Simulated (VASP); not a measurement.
# Bi (C2/m) in VASP: notebook

Bi is run at these levels: PBE; tasks: single point.

Everything below comes from runs of VASP 6.6.1. Logs are shortened: lines on timing, memory, paths and dates and some standing lists are left out, and cuts for length are marked.

## Step 1: The cell of the first run

Symmetry: C2/m, No. 12, monoclinic system. Conventional cell: a = 6.977 Å, b = 6.265 Å, c = 3.359 Å, α = 90.00°, β = 112.04°, γ = 90.00°. Within 4.2 Å of Bi (site symmetry m) lie 9 Bi at 3.21 to 3.99 Å.

## Step 2: Single point, PBE

File INCAR:

```
SYSTEM = Bi
PREC     = Accurate       ! precision mode
ENCUT    = 500            ! plane-wave cutoff, eV
EDIFF    = 1E-6           ! SCF threshold, eV
ISMEAR   = 0              ! smearing method
SIGMA    = 0.1            ! smearing width, eV
LREAL    = .FALSE.        ! projectors in reciprocal space
LASPH    = .TRUE.         ! aspherical terms in the spheres
NELM     = 120            ! most SCF steps
ALGO     = Normal         ! electronic algorithm
ISIF     = 2              ! what is computed and relaxed
LWAVE    = .FALSE.        ! write WAVECAR
LCHARG   = .FALSE.        ! write CHGCAR
GGA      = PE             ! functional
NBANDS   = 22             ! bands
ISYM     = 0            
GGA_COMPAT= .FALSE.
```

File KPOINTS:

```
Automatic mesh
0
G
  1 4 4
  0 0 0
```

File POSCAR:

```
Bi
1.0
    3.4885980000     -3.1325780000      0.0000000000
    3.4885980000      3.1325780000      0.0000000000
   -1.2602350000      0.0000000000      3.1135500000
Bi
2
Direct
    0.2469390000      0.2469390000      0.1426180000
    0.7530610000      0.7530610000      0.8573820000
```

Potentials or basis: VASP PAW PBE potentials, release 64 (Bi_d).

Command:

```sh
$ cat potpaw_PBE.64/Bi_d/POTCAR > POTCAR
$ mpirun -np 1 vasp_std > vasp.out
```

OUTCAR:

```text
SYSTEM = Bi
   PREC = Accurate
   ENCUT = 500
   EDIFF = 1E-6
   ISMEAR = 0
   LREAL = .FALSE.
   LASPH = .TRUE.
   NELM = 120
   ISIF = 2
   GGA = PE
   ISYM = 0

 ion  position               nearest neighbor table
   1  0.247  0.247  0.143-   2 3.21   2 3.28   2 3.28   2 3.45
   2  0.753  0.753  0.857-   1 3.21   1 3.28   1 3.28   1 3.45

IMPORTANT INFORMATION: All symmetrisations will be switched off!
NOSYMM: (Re-)initialisation of all symmetry stuff for point group C_1.

----------------------------------------------------------------------------------------

                                     Primitive cell

  volume of cell :      68.0517

  direct lattice vectors                    reciprocal lattice vectors
     3.488598000 -3.132578000  0.000000000     0.143324052 -0.159612945  0.058011590
     3.488598000  3.132578000  0.000000000     0.143324052  0.159612945  0.058011590
    -1.260235000  0.000000000  3.113550000     0.000000000  0.000000000  0.321176792

  length of vectors
     4.688641694  4.688641694  3.358926295     0.222223807  0.222223807  0.321176792

  position of ions in fractional coordinates (direct lattice)
     0.246939000  0.246939000  0.142618000
     0.753061000  0.753061000  0.857382000

  ion indices of the primitive-cell ions
   primitive index   ion index
                 1           1
                 2           2

----------------------------------------------------------------------------------------

 KPOINTS: Automatic mesh

Automatic generation of k-mesh.
 Grid dimensions read from file:
 generate k-points for:    1    4    4

 Generating k-lattice:

  Cartesian coordinates                     Fractional coordinates (reciprocal lattice)
     0.143324052 -0.159612945  0.058011590     1.000000000  0.000000000  0.000000000
     0.035831013  0.039903236  0.014502898     0.000000000  0.250000000  0.000000000
     0.000000000  0.000000000  0.080294198     0.000000000  0.000000000  0.250000000

  Length of vectors
     0.222223807  0.055555952  0.080294198

  Shift w.r.t. Gamma in fractional coordinates (k-lattice)
     0.000000000  0.000000000  0.000000000

 -----------------------------------------------------------------------------
|                                                                             |
|           W    W    AA    RRRRR   N    N  II  N    N   GGGG   !!!           |
|           W    W   A  A   R    R  NN   N  II  NN   N  G    G  !!!           |
|           W    W  A    A  R    R  N N  N  II  N N  N  G       !!!           |
|           W WW W  AAAAAA  RRRRR   N  N N  II  N  N N  G  GGG   !            |
|           WW  WW  A    A  R   R   N   NN  II  N   NN  G    G                |
[... 52 lines left out ...]
   EDIFFG = 0.1E-04   stopping-criterion for IOM
   NSW    =      0    number of steps for IOM
   IBRION =     -1    ionic relax: 0-MD 1-quasi-New 2-CG
   NFREE  =      0    steps in history (QN), initial steepest desc. (CG)
   ISIF   =      2    stress and relaxation
   ISYM   =      0    0-nonsym 1-usesym 2-fastsym
   POTIM  = 0.5000    time-step for ionic-motion
   TEBEG  =    0.0;   TEEND  =   0.0 temperature during run
   PSTRESS=    0.0 pullay stress
   NELECT =      30.0000    total number of electrons
   NUPDOWN=      -1.0000    fix difference up-down
   EMIN   =  10.00;   EMAX   =-10.00  energy-range for DOS
   EFERMI =   0.00;   METHOD = LEGACY
   ISMEAR =     0;   SIGMA  =   0.10  broadening in eV -4-tet -1-fermi 0-gaus
   EFERMI_NEDOS =   21; number of points for ismear=-14 and -15
   IALGO  =     38    algorithm
   IMIX   =      4    mixing-type and parameters
     AMIX     =   0.40;   BMIX     =  1.00
     AMIX_MAG =   1.60;   BMIX_MAG =  1.00
  volume/ion in A,a.u.               =      34.03       229.62
  Fermi-wavevector in a.u.,A,eV,Ry     =   1.245955  2.354514 21.121737  1.552404
  Thomas-Fermi vector in A             =   2.380154
   LORBIT       =      0    0 simple, 1 ext, 2 COOP (PROOUT), +10 PAW based schemes
   GGA     = PE    functional components
   LHFCALC =     F    Hartree Fock is set to
   AEXX    =    0.0000 exact exchange contribution
   IVDW    =     0    specifies the selected vdW correction
   LEPSILON=     F    determine dielectric tensor
   LRPA    =     F    only Hartree local field effects (RPA)
 non-spin polarized calculation
 Gauss-broadening in eV      SIGMA  =   0.10
  energy-cutoff  :      500.00
  volume of cell :       68.05
 maximum number of plane-waves:      1747
 NGX is ok and might be reduce to    36
   NGX = 17   NGY = 17   NGZ = 13

 number of electron      29.9999993 magnetization

 Free energy of the ion-electron system (eV)
  ---------------------------------------------------
  ext. energy  EPLUGINS =         0.00000000
  ---------------------------------------------------
  free energy    TOTEN  =        -5.76784589 eV

  energy without entropy =       -5.76782686  energy(sigma->0) =       -5.76783638

 E-fermi :   6.6260     XC(G=0):  -9.7144

 val. band max:        6.3493896660   @ k =   0.0000   0.5000   0.2500
 cond. band min:       6.8852568606   @ k =   0.0000   0.2500   0.2500
 fundamental gap:      0.5358671947
 Fermi energy:         6.6259834151

 k-point     1 :       0.0000    0.0000    0.0000
  band No.  band energies     occupation
      1     -16.0155      2.00000
      2     -15.9823      2.00000
      3     -15.9649      2.00000
      4     -15.9075      2.00000
      5     -15.8328      2.00000
      6     -15.8296      2.00000
[... 239 lines left out ...]
     21      14.4281      0.00000
     22      15.4696      0.00000

------------------------ aborting loop because EDIFF is reached ----------------------------------------

  FORCE on cell =-STRESS in cart. coord.  units (eV):
  Direction    XX          YY          ZZ          XY          YZ          ZX
  --------------------------------------------------------------------------------------
  -------------------------------------------------------------------------------------
  Total        3.6803264      2.9837793      1.8572361     -4.8353615     -0.6007074     -1.7848038
  in kB       86.6479436     70.2487536     43.7259278   -113.8415682    -14.1427848    -42.0206161
  external PRESSURE =      66.8742083 kB  Pullay stress =       0.0000000 kB

 VOLUME and BASIS-vectors are now :
 -----------------------------------------------------------------------------
  energy-cutoff  :      500.00
  volume of cell :       68.05
      direct lattice vectors                 reciprocal lattice vectors
     3.488598000 -3.132578000  0.000000000     0.143324052 -0.159612945  0.058011590
     3.488598000  3.132578000  0.000000000     0.143324052  0.159612945  0.058011590
    -1.260235000  0.000000000  3.113550000     0.000000000  0.000000000  0.321176792

 POSITION                                       TOTAL-FORCE (eV/Angst)
 -----------------------------------------------------------------------------------
      1.54321      0.00000      0.44405        -0.213121     -0.228196     -0.166611
      4.17375      0.00000      2.66950         0.213121      0.228196      0.166611
 -----------------------------------------------------------------------------------
    total drift:                                0.000006     -0.000074      0.000059

  FREE ENERGIE OF THE ION-ELECTRON SYSTEM (eV)
  ---------------------------------------------------
  free  energy   TOTEN  =        -5.7678458916 eV

  energy  without entropy=       -5.7678268598  energy(sigma->0) =       -5.76783638
```

OSZICAR:

```text
N       E                     dE             d eps       ncg     rms          rms(c)
DAV:   1     0.306686114362E+03    0.30669E+03   -0.15733E+04   440   0.162E+03
DAV:   2     0.195214876240E+02   -0.28716E+03   -0.27949E+03   452   0.430E+02
DAV:   3    -0.488505552716E+01   -0.24407E+02   -0.24095E+02   536   0.141E+02
DAV:   4    -0.573097717846E+01   -0.84592E+00   -0.84561E+00   530   0.286E+01
DAV:   5    -0.575970940600E+01   -0.28732E-01   -0.28732E-01   628   0.488E+00    0.105E+00
DAV:   6    -0.575905118101E+01    0.65822E-03   -0.25791E-02   570   0.129E+00    0.631E-01
DAV:   7    -0.576635459662E+01   -0.73034E-02   -0.19281E-02   562   0.107E+00    0.150E-01
DAV:   8    -0.576776912925E+01   -0.14145E-02   -0.39186E-03   512   0.448E-01    0.314E-02
DAV:   9    -0.576782964623E+01   -0.60517E-04   -0.27421E-04   580   0.143E-01    0.159E-02
DAV:  10    -0.576784431211E+01   -0.14666E-04   -0.38529E-05   506   0.681E-02    0.448E-03
DAV:  11    -0.576784577528E+01   -0.14632E-05   -0.44005E-06   414   0.273E-02    0.234E-03
DAV:  12    -0.576784589157E+01   -0.11629E-06   -0.91259E-07   372   0.161E-02
   1 F= -.57678459E+01 E0= -.57678364E+01  d E =-.190318E-04
```

Run time: 8.4 s. Hardware: 1 thread of Intel Xeon Platinum 8488C (Sapphire Rapids), shared host; peak memory 0.17 GiB.

What came out:

- Free energy: -5.7678 eV
- Pressure: 6.7 GPa
- Largest force: 0.354 eV/Å
- Band gap on the k mesh: zero (band 15 reaches 9.66 eV, above the bottom of band 16 at 6.13 eV)

Forces in eV/Å, atoms in the order of the input:
```
Bi  -0.213 -0.228 -0.167
Bi   0.213  0.228  0.167
```

Caveat: the k points lie up to 1.40 Å⁻¹ apart; spin-orbit coupling is left out, which moves the levels of the heavy elements.

## Step 3: Single point, PBE

File INCAR:

```
  PREC = Accurate
  ENCUT = 500
  EDIFF = 1E-6
  ISMEAR = -1
  SIGMA = 0.0066
  LREAL = F
  LASPH = T
  NELM = 120
  ALGO = Normal
  ISIF = 2
  LWAVE = F
  LCHARG = F
  GGA = PE
  NBANDS = 22
  GGA_COMPAT = F
```

File KPOINTS:

```
regular mesh
0
Gamma
  2 2 4
```

POSCAR is that of step 2.

Potentials or basis: VASP PAW PBE potentials, release 64 (Bi_d).

Command:

```sh
$ cat potpaw_PBE.64/Bi_d/POTCAR > POTCAR
$ mpirun -np 1 vasp_std > vasp.out
```

OUTCAR:

```text
PREC = Accurate
   ENCUT = 500
   EDIFF = 1E-6
   ISMEAR = -1
   LREAL = F
   LASPH = T
   NELM = 120
   ISIF = 2
   GGA = PE

 ion  position               nearest neighbor table
   1  0.247  0.247  0.143-   2 3.21   2 3.28   2 3.28   2 3.45
   2  0.753  0.753  0.857-   1 3.21   1 3.28   1 3.28   1 3.45

  LATTYP: Found a base centered monoclinic cell.
 ALAT       =     6.9771960000
 B/A-ratio  =     0.8979475423
 C/A-ratio  =     0.4814149259
 COS(beta)  =    -0.3751898342

  Lattice vectors:

 A1 = (   3.4885980000,  -3.1325780000,   0.0000000000)
 A2 = (   3.4885980000,   3.1325780000,   0.0000000000)
 A3 = (  -1.2602350000,   0.0000000000,   3.1135500000)

Analysis of symmetry for initial positions (statically):
=====================================================================
 Subroutine PRICEL returns:
 Original cell was already a primitive cell.
[... 145 lines left out ...]

 Free energy of the ion-electron system (eV)
  ---------------------------------------------------
  ext. energy  EPLUGINS =         0.00000000
  ---------------------------------------------------
  free energy    TOTEN  =        -7.37726203 eV

  energy without entropy =       -7.37695555  energy(sigma->0) =       -7.37710879

 E-fermi :   6.3085     XC(G=0):  -9.7789

 val. band max:        6.2777466053   @ k =   0.5000   0.0000   0.2500
 cond. band min:       6.3299625580   @ k =   0.5000   0.5000   0.5000
 fundamental gap:      0.0522159526
 Fermi energy:         6.3085241138

 k-point     1 :       0.0000    0.0000    0.0000
  band No.  band energies     occupation
      1     -16.1816      2.00000
      2     -16.1513      2.00000
      3     -16.1263      2.00000
      4     -16.0696      2.00000
      5     -15.9958      2.00000
      6     -15.9949      2.00000
[... 214 lines left out ...]
     21      15.2267      0.00000
     22      16.0409      0.00000

------------------------ aborting loop because EDIFF is reached ----------------------------------------

  FORCE on cell =-STRESS in cart. coord.  units (eV):
  Direction    XX          YY          ZZ          XY          YZ          ZX
  --------------------------------------------------------------------------------------
  -------------------------------------------------------------------------------------
  Total        2.5572179     -0.9660162      0.0709537      0.0000000      0.0000000     -1.1961010
  in kB       60.2059845    -22.7434496      1.6705028      0.0000000      0.0000000    -28.1604620
  external PRESSURE =      13.0443459 kB  Pullay stress =       0.0000000 kB

 VOLUME and BASIS-vectors are now :
 -----------------------------------------------------------------------------
  energy-cutoff  :      500.00
  volume of cell :       68.05
      direct lattice vectors                 reciprocal lattice vectors
     3.488598000 -3.132578000  0.000000000     0.143324052 -0.159612945  0.058011590
     3.488598000  3.132578000  0.000000000     0.143324052  0.159612945  0.058011590
    -1.260235000  0.000000000  3.113550000     0.000000000  0.000000000  0.321176792

 POSITION                                       TOTAL-FORCE (eV/Angst)
 -----------------------------------------------------------------------------------
      1.54321      0.00000      0.44405        -0.187146      0.000000      0.250602
      4.17375      0.00000      2.66950         0.187146      0.000000     -0.250602
 -----------------------------------------------------------------------------------
    total drift:                               -0.000000      0.000000      0.000000

  FREE ENERGIE OF THE ION-ELECTRON SYSTEM (eV)
  ---------------------------------------------------
  free  energy   TOTEN  =        -7.3772620274 eV

  energy  without entropy=       -7.3769555542  energy(sigma->0) =       -7.37710879
```

stdout:

```text
POSCAR found type information on POSCAR Bi
 POSCAR found :  1 types and       2 ions
 scaLAPACK will be used
 LDA part: xc-table for (Slater+PW92), standard interpolation
 POSCAR, INCAR and KPOINTS ok, starting setup
 FFT: planning ... GRIDC
 FFT: planning ... GRID_SOFT
 FFT: planning ... GRID
 WAVECAR not read
 entering main loop
```

Run time: 7.4 s. Hardware: 1 thread of Intel Xeon Platinum 8488C (Sapphire Rapids), shared host; peak memory 0.17 GiB.

What came out:

* Free energy: -7.3773 eV
* Pressure: 1.3 GPa
* Largest force: 0.313 eV/Å
* Band gap on the k mesh: zero (band 15 reaches 9.91 eV, above the bottom of band 16 at 6.10 eV)

Forces in eV/Å, atoms in the order of the input:
```
Bi  -0.187  0.000  0.251
Bi   0.187  0.000 -0.251
```

Caveat: the k points lie up to 0.70 Å⁻¹ apart; spin-orbit coupling is left out, which moves the levels of the heavy elements.

## Step 4: Single point, PBE

File INCAR:

```
ALGO = Normal
EDIFF = 1E-6
ENCUT = 500
GGA = PE
GGA_COMPAT = F
ISIF = 2
ISMEAR = 0
LASPH = T
LCHARG = F
LREAL = F
LWAVE = F
NBANDS = 22
NELM = 120
PREC = Accurate
SIGMA = 0.1
```

File KPOINTS:

```
k-points
0
Gamma
  3 3 4
```

POSCAR is that of step 3.

Command:

```sh
$ cat potpaw_PBE.64/Bi_d/POTCAR > POTCAR
$ mpirun -np 1 vasp_std > vasp.out
```

It took 10 s on 1 thread of Intel Xeon Platinum 8488C (Sapphire Rapids), shared host; peak memory 0.17 GiB.

It converged, with:

```yaml
Free_energy: -7.4948 eV
Pressure: 0.5 GPa
Largest_force: 0.054 eV/Å
Band_gap_on_the_k_mesh: zero (band 15 reaches 9.53 eV, above the bottom of band 16 at 5.04 eV)
```

Forces on the atoms (eV/Å):
```
Bi  -0.054  0.000  0.000
Bi   0.054  0.000  0.000
```

Stress tensor (GPa, compression positive):
```
-0.95  0.00 -4.34
 0.00 -3.14  0.00
-4.34  0.00  5.53
```

Levels at points of the mesh, in eV from the Fermi level:
```
           k point  band 12  band 13  band 14  band 15  band 16  band 17  band 18  band 19
(0.00, 0.00, 0.00)    -8.99    -2.89    -2.61     2.95     3.24     3.91     4.30     4.47
(0.00, 0.00, 0.50)    -8.81    -3.73    -2.25    -1.44     1.35     1.66     1.73     6.31
```

Caveat: the k points lie up to 0.50 Å⁻¹ apart; spin-orbit coupling is left out, which moves the levels of the heavy elements.

## Step 5: Summary

| k mesh | smearing | gap on the mesh (eV) | pressure (GPa) | largest force (eV/Å) |
| --- | --- | --- | --- | --- |
| 1 × 4 × 4 | gaussian 0.1 eV | none | 6.7 | 0.35 |
| 2 × 2 × 4 | fermi-dirac 0.0066 eV | none | 1.3 | 0.31 |
| 3 × 3 × 4 | gaussian 0.1 eV | none | 0.5 | 0.05 |

Alike in all rows: task single point; level PBE; potentials or basis VASP PAW PBE potentials, release 64 (Bi_d); no spin polarisation; cell as given; cutoff (eV) 500.

Caveats: all runs use coarse meshes; spin-orbit coupling is left out, which moves the levels of the heavy elements.

Total energies depend on the potentials used, so only differences within one code and one set of settings carry meaning.
